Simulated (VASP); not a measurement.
# WAu (F-43m) in VASP: further runs, part 2 of 2

VASP 6.6.1. The steps go on from the part before.

## (3) Single point, r2SCANh

File POSCAR:

```
WAu
1.0
    0.0000000000      2.7479792600      2.7479792600
    2.7479792600      0.0000000000      2.7479792600
    2.7479792600      2.7479792600      0.0000000000
W Au
1 1
Direct
    0.0000000000      0.0000000000      0.0000000000
    0.7500000000      0.7500000000      0.7500000000
```

File INCAR.step1:

```
PREC     = Accurate       # precision mode
ENCUT    = 520            # plane-wave cutoff, eV
EDIFF    = 1E-5           # SCF threshold, eV
ISMEAR   = -1             # smearing method
SIGMA    = 0.05           # smearing width, eV
LREAL    = False          # projectors in reciprocal space
LASPH    = True           # aspherical terms in the spheres
NELM     = 60             # most SCF steps
ALGO     = Normal         # electronic algorithm
ISIF     = 2              # what is computed and relaxed
LWAVE    = True           # write WAVECAR
LCHARG   = False          # write CHGCAR
NBANDS   = 20             # bands
GGA      = PE             # functional
```

File INCAR.step2:

```
PREC     = Accurate       # precision mode
ENCUT    = 520            # plane-wave cutoff, eV
EDIFF    = 1E-6           # SCF threshold, eV
ISMEAR   = -1             # smearing method
SIGMA    = 0.05           # smearing width, eV
LREAL    = False          # projectors in reciprocal space
LASPH    = True           # aspherical terms in the spheres
NELM     = 60             # most SCF steps
ALGO     = Normal         # electronic algorithm
ISIF     = 2              # what is computed and relaxed
LWAVE    = False          # write WAVECAR
LCHARG   = False          # write CHGCAR
METAGGA  = R2SCAN         # meta-GGA
LHFCALC  = True           # exact exchange
AEXX     = 0.1            # exact-exchange fraction
LMIXTAU  = True         
PRECFOCK = Normal       
NBANDS   = 20             # bands
ISTART   = 1
```

File KPOINTS:

```
regular mesh
0
Gamma
  4 4 4
```

Potentials or basis: VASP PAW PBE potentials, release 64 (W_sv, Au).

Launch:

```
$ cat potpaw_PBE.64/W_sv/POTCAR potpaw_PBE.64/Au/POTCAR > POTCAR
$ cp INCAR.step1 INCAR
$ mpirun -np 1 vasp_std > vasp.out
$ cp INCAR.step2 INCAR
$ mpirun -np 1 vasp_std > vasp.out
```

OUTCAR:

```text
PREC = Accurate
   ENCUT = 520
   EDIFF = 1E-6
   ISMEAR = -1
   LREAL = False
   LASPH = True
   NELM = 60
   ISIF = 2
   METAGGA = R2SCAN
   LHFCALC = True
   AEXX = 0.1
   PRECFOCK = Normal
   ISTART = 1

 ion  position               nearest neighbor table
   1  0.000  0.000  0.000-   2 2.38   2 2.38   2 2.38   2 2.38
   2  0.750  0.750  0.750-   1 2.38   1 2.38   1 2.38   1 2.38

  LATTYP: Found a face centered cubic cell.
 ALAT       =     5.4959585200

  Lattice vectors:

 A1 = (   0.0000000000,   2.7479792600,   2.7479792600)
 A2 = (   2.7479792600,   0.0000000000,   2.7479792600)
 A3 = (   2.7479792600,   2.7479792600,   0.0000000000)

Analysis of symmetry for initial positions (statically):
=====================================================================
 Subroutine PRICEL returns:
 Original cell was already a primitive cell.

 Routine SETGRP: Setting up the symmetry group for a
 face centered cubic supercell.

 Subroutine GETGRP returns: Found 24 space group operations
 (whereof 24 operations were pure point group operations)
 out of a pool of 48 trial point group operations.

The static configuration has the point symmetry T_d .

Analysis of symmetry for dynamics (positions and initial velocities):
=====================================================================
 Subroutine PRICEL returns:
 Original cell was already a primitive cell.

 Routine SETGRP: Setting up the symmetry group for a
 face centered cubic supercell.

 Subroutine GETGRP returns: Found 24 space group operations
 (whereof 24 operations were pure point group operations)
 out of a pool of 48 trial point group operations.

The dynamic configuration has the point symmetry T_d .

 Subroutine INISYM returns: Found 24 space group operations
 (whereof 24 operations are pure point group operations),
 and found     1 'primitive' translations

----------------------------------------------------------------------------------------

                                     Primitive cell

  volume of cell :      41.5021

  direct lattice vectors                    reciprocal lattice vectors
     0.000000000  2.747979260  2.747979260    -0.181951883  0.181951883  0.181951883
     2.747979260  0.000000000  2.747979260     0.181951883 -0.181951883  0.181951883
     2.747979260  2.747979260  0.000000000     0.181951883  0.181951883 -0.181951883

  length of vectors
     3.886229539  3.886229539  3.886229539     0.315149905  0.315149905  0.315149905

  position of ions in fractional coordinates (direct lattice)
     0.000000000  0.000000000  0.000000000
     0.750000000  0.750000000  0.750000000

  ion indices of the primitive-cell ions
   primitive index   ion index
                 1           1
                 2           2

----------------------------------------------------------------------------------------

 KPOINTS: regular mesh

Automatic generation of k-mesh.
 Grid dimensions read from file:
 generate k-points for:    4    4    4

 Generating k-lattice:

  Cartesian coordinates                     Fractional coordinates (reciprocal lattice)
    -0.045487971  0.045487971  0.045487971     0.250000000  0.000000000  0.000000000
     0.045487971 -0.045487971  0.045487971     0.000000000  0.250000000  0.000000000
     0.045487971  0.045487971 -0.045487971     0.000000000  0.000000000  0.250000000

  Length of vectors
     0.078787476  0.078787476  0.078787476

  Shift w.r.t. Gamma in fractional coordinates (k-lattice)
     0.000000000  0.000000000  0.000000000

 Subroutine IBZKPT returns following result:
 ===========================================

 Found      8 irreducible k-points:

 Following reciprocal coordinates:
            Coordinates               Weight
  0.000000  0.000000  0.000000      1.000000
  0.250000  0.000000  0.000000      8.000000
  0.500000  0.000000  0.000000      4.000000
  0.250000  0.250000  0.000000      6.000000
  0.500000  0.250000  0.000000     24.000000
 -0.250000  0.250000  0.000000     12.000000
  0.500000  0.500000  0.000000      3.000000
 -0.250000  0.500000  0.250000      6.000000
   k-points           NKPTS =      8   k-points in BZ     NKDIM =     64   number of bands    NBANDS=     20
   number of dos      NEDOS =    301   number of ions     NIONS =      2
   total plane-waves  NPLWV =  27000
   dimension x,y,z NGX =    30 NGY =   30 NGZ =   30
   dimension x,y,z NGXF=    60 NGYF=   60 NGZF=   60
   ions per type =               1   1
   NGX,Y,Z   is equivalent  to a cutoff of  12.83, 12.83, 12.83 a.u.
   NGXF,Y,Z  is equivalent  to a cutoff of  25.67, 25.67, 25.67 a.u.
 SYSTEM =  unknown system
   PREC   = accura    normal or accurate (medium, high low for compatibility)
   ISTART =      1    job   : 0-new  1-cont  2-samecut
   ICHARG =      0    charge: 1-file 2-atom 10-const
   ISPIN  =      1    spin polarized calculation?
   LNONCOLLINEAR =      F non collinear calculations
   LSORBIT =      F    spin-orbit coupling
   LASPH  =      T    aspherical Exc in radial PAW
   ENCUT  =  520.0 eV  38.22 Ry    6.18 a.u.   7.23  7.23  7.23*2*pi/ulx,y,z
   NELM   =     60;   NELMIN=  2; NELMDL=  0     # of ELM steps
   EDIFF  = 0.1E-05   stopping-criterion for ELM
   LREAL  =      F    real-space projection
   EDIFFG = 0.1E-04   stopping-criterion for IOM
   NSW    =      0    number of steps for IOM
   IBRION =     -1    ionic relax: 0-MD 1-quasi-New 2-CG
   NFREE  =      0    steps in history (QN), initial steepest desc. (CG)
   ISIF   =      2    stress and relaxation
   ISYM   =      3    0-nonsym 1-usesym 2-fastsym
   POTIM  = 0.5000    time-step for ionic-motion
   TEBEG  =    0.0;   TEEND  =   0.0 temperature during run
   PSTRESS=    0.0 pullay stress
   NELECT =      25.0000    total number of electrons
   NUPDOWN=      -1.0000    fix difference up-down
   EMIN   =  10.00;   EMAX   =-10.00  energy-range for DOS
   EFERMI =   0.00;   METHOD = LEGACY
   ISMEAR =    -1;   SIGMA  =   0.05  broadening in eV -4-tet -1-fermi 0-gaus
   EFERMI_NEDOS =   21; number of points for ismear=-14 and -15
   IALGO  =     38    algorithm
   IMIX   =      1    mixing-type and parameters
     AMIX     =   0.40;   BMIX     =  1.00
     AMIX_MAG =   1.60;   BMIX_MAG =  1.00
  volume/ion in A,a.u.               =      20.75       140.04
  Fermi-wavevector in a.u.,A,eV,Ry     =   1.382605  2.612744 26.008842  1.911596
  Thomas-Fermi vector in A             =   2.507280
   LORBIT       =      0    0 simple, 1 ext, 2 COOP (PROOUT), +10 PAW based schemes
   METAGGA = R2SCAN    functional components
   LHFCALC =     T    Hartree Fock is set to
   PRECFOCK=normal    Normal, Fast or Accurate (Low or Medium for compatibility)
   ENCUT4O =  -1.0   cutoff for four orbital integrals eV
   NKREDX  =     1    reduce k-point grid by
   NKREDY  =     1    reduce k-point grid by
   NKREDZ  =     1    reduce k-point grid by
   AEXX    =    0.1000 exact exchange contribution
   HFSCREEN=    0.0000 screening length (either q_TF or 0.3 A-1)
   HFSCREENC=   0.0000 screening length for correlation (either q_TF or 0.3 A-1)
   ENCUTFOCK=  -1.0 apply spherical cutoff to Coloumb kernel
   IVDW    =     0    specifies the selected vdW correction
   LEPSILON=     F    determine dielectric tensor
   LRPA    =     F    only Hartree local field effects (RPA)
 non-spin polarized calculation
  energy-cutoff  :      520.00
  volume of cell :       41.50
 maximum number of plane-waves:      1139
 NGX is ok and might be reduce to    30
  NGX = 24; NGY = 24; NGZ = 24

 number of electron      25.0000000 magnetization

 Free energy of the ion-electron system (eV)
  ---------------------------------------------------
  ext. energy  EPLUGINS =         0.00000000
  ---------------------------------------------------
  free energy    TOTEN  =       -90.19178609 eV

  energy without entropy =      -90.16524822  energy(sigma->0) =      -90.17851716

 E-fermi :   7.4078     XC(G=0): -11.2929

 val. band max:        7.2496566173   @ k =   0.5000   0.2500   0.0000
 cond. band min:       7.4737857973   @ k =   0.5000   0.2500   0.0000
 fundamental gap:      0.2241291800
 Fermi energy:         7.4078340097

 k-point     1 :       0.0000    0.0000    0.0000
  band No.  band energies     occupation
      1     -70.0338      2.00000
      2     -33.1971      2.00000
      3     -33.1971      2.00000
      4     -33.1971      2.00000
      5      -1.9437      2.00000
      6      -0.1474      2.00000
[... 173 lines left out ...]
     19      22.0927      0.00000
     20      22.2191      0.00000

------------------------ aborting loop because EDIFF is reached ----------------------------------------

  FORCE on cell =-STRESS in cart. coord.  units (eV):
  Direction    XX          YY          ZZ          XY          YZ          ZX
  --------------------------------------------------------------------------------------
  -------------------------------------------------------------------------------------
  Total        7.5027325      7.5027325      7.5027325      0.0000000     -0.0000000      0.0000000
  in kB      289.6407713    289.6407713    289.6407713      0.0000000     -0.0000000      0.0000000
  external PRESSURE =     289.6407713 kB  Pullay stress =       0.0000000 kB

 VOLUME and BASIS-vectors are now :
 -----------------------------------------------------------------------------
  energy-cutoff  :      520.00
  volume of cell :       41.50
      direct lattice vectors                 reciprocal lattice vectors
     0.000000000  2.747979260  2.747979260    -0.181951883  0.181951883  0.181951883
     2.747979260  0.000000000  2.747979260     0.181951883 -0.181951883  0.181951883
     2.747979260  2.747979260  0.000000000     0.181951883  0.181951883 -0.181951883

 POSITION                                       TOTAL-FORCE (eV/Angst)
 -----------------------------------------------------------------------------------
      0.00000      0.00000      0.00000        -0.000000      0.000000     -0.000000
      4.12197      4.12197      4.12197         0.000000      0.000000      0.000000
 -----------------------------------------------------------------------------------
    total drift:                               -0.000012      0.000001     -0.000004

  FREE ENERGIE OF THE ION-ELECTRON SYSTEM (eV)
  ---------------------------------------------------
  free  energy   TOTEN  =       -90.1917860949 eV

  energy  without entropy=      -90.1652482201  energy(sigma->0) =      -90.17851716
```

It took 35 min on 1 thread of Intel Xeon 8259CL, shared host; peak memory 0.21 GiB.

Results:

| Quantity | Value |
| --- | --- |
| Free energy | -90.1918 eV |
| Pressure | 29.0 GPa |
| Band gap on the k mesh | zero (an odd number of electrons rules out a gap without spin polarisation) |

Levels at points of the mesh, in eV from the Fermi level:
```tsv
k point	band 11	band 12	band 13	band 14	band 15	band 16
(0.00, 0.00, 0.00)	-1.11	-1.11	-1.11	2.62	2.62	10.28
(0.50, 0.00, 0.00)	-2.50	-0.38	-0.38	2.30	2.30	3.20
(0.50, 0.50, 0.00)	-3.59	0.75	1.96	2.38	2.38	4.18
```

Caveat: the k points lie up to 0.50 Å⁻¹ apart, too coarse for converged energies and pressures of a metal; the PAW data sets were made with another functional, which shifts forces and pressure a little; spin-orbit coupling is left out, which moves the levels of the heavy elements.

## (4) Single point, PBEsol-based global hybrid with 25 % exact exchange

This run uses another cell than the first one, of 23.31 Å³/atom.

File POSCAR:

```
WAu
1.0
    0.0000000000      2.8566026160      2.8566026160
    2.8566026160      0.0000000000      2.8566026160
    2.8566026160      2.8566026160      0.0000000000
W Au
1 1
Direct
    0.0000000000      0.0000000000      0.0000000000
    0.7500000000      0.7500000000      0.7500000000
```

File INCAR.step1:

```
  PREC = Accurate
  ENCUT = 400
  EDIFF = 1E-5
  ISMEAR = -1
  SIGMA = 0.05
  LREAL = False
  LASPH = True
  NELM = 120
  ALGO = Normal
  ISIF = 2
  LWAVE = True
  LCHARG = False
  NBANDS = 24
  GGA = PE
  GGA_COMPAT = False
```

File INCAR.step2:

```
  PREC = Accurate
  ENCUT = 400
  EDIFF = 1E-6
  ISMEAR = -1
  SIGMA = 0.05
  LREAL = False
  LASPH = True
  NELM = 120
  ALGO = Normal
  ISIF = 2
  LWAVE = False
  LCHARG = False
  GGA = PS
  LHFCALC = True
  AEXX = 0.25
  PRECFOCK = Normal
  NBANDS = 24
  ISTART = 1
  GGA_COMPAT = False
```

KPOINTS is that of step 3.

Potentials or basis: VASP PAW PBE potentials, release 64 (W_sv, Au_sv_GW).

Launch:

```
$ cat potpaw_PBE.64/W_sv/POTCAR potpaw_PBE.64/Au_sv_GW/POTCAR > POTCAR
$ cp INCAR.step1 INCAR
$ mpirun -np 1 vasp_std > vasp.out
$ cp INCAR.step2 INCAR
$ mpirun -np 1 vasp_std > vasp.out
```

It took 9.1 min on 1 thread of Intel Xeon 6975P-C (Granite Rapids), shared host; peak memory 0.17 GiB.

It converged, with:

```
Free energy            : -12.9302 eV
Pressure               : -1.7 GPa
Band gap on the k mesh : zero (an odd number of electrons rules out a gap without spin polarisation)
```

Levels at points of the mesh, in eV from the Fermi level:
```
           k point  band 14  band 15  band 16  band 17  band 18  band 19  band 20  band 21
(0.00, 0.00, 0.00)    -7.31    -1.59    -1.59    -1.59     2.41     2.41     9.76    12.41
(0.50, 0.00, 0.00)    -6.35    -2.72    -0.78    -0.78     2.09     2.09     2.84     9.28
(0.50, 0.50, 0.00)    -5.08    -3.77     1.02     1.80     2.08     2.08     3.86     4.14
```

Caveat: the k points lie up to 0.48 Å⁻¹ apart, too coarse for converged energies and pressures of a metal; the PAW data sets were made with another functional, which shifts forces and pressure a little; spin-orbit coupling is left out, which moves the levels of the heavy elements.

## (5) Summary

```csv
level,potentials or basis,cell,cutoff (eV),share of exact exchange,gap on the mesh (eV),pressure (GPa)
r2SCAN0,"VASP PAW PBE potentials, release 64 (W_sv, Au)","a = 3.886 Å, angles 60.0°, 2 atoms",520,0.25,none,26.4
r2SCANh,"VASP PAW PBE potentials, release 64 (W_sv, Au)","a = 3.886 Å, angles 60.0°, 2 atoms",520,0.1,none,29.0
PBEsol-based global hybrid with 25 % exact exchange,"VASP PAW PBE potentials, release 64 (W_sv, Au_sv_GW)","a = 4.040 Å, angles 60.0°, 2 atoms",400,0.25,none,-1.7
```

Alike in all rows: task single point; no spin polarisation; k mesh 4 × 4 × 4; smearing fermi-dirac 0.05 eV.

Caveats: all runs use coarse meshes; the PAW data sets were made with another functional, which shifts forces and pressure a little; spin-orbit coupling is left out, which moves the levels of the heavy elements.

Total energies depend on the potentials used, so only differences within one code and one set of settings carry meaning.

The gap in the log of VASP goes by the Fermi energy; the results here count the filled bands.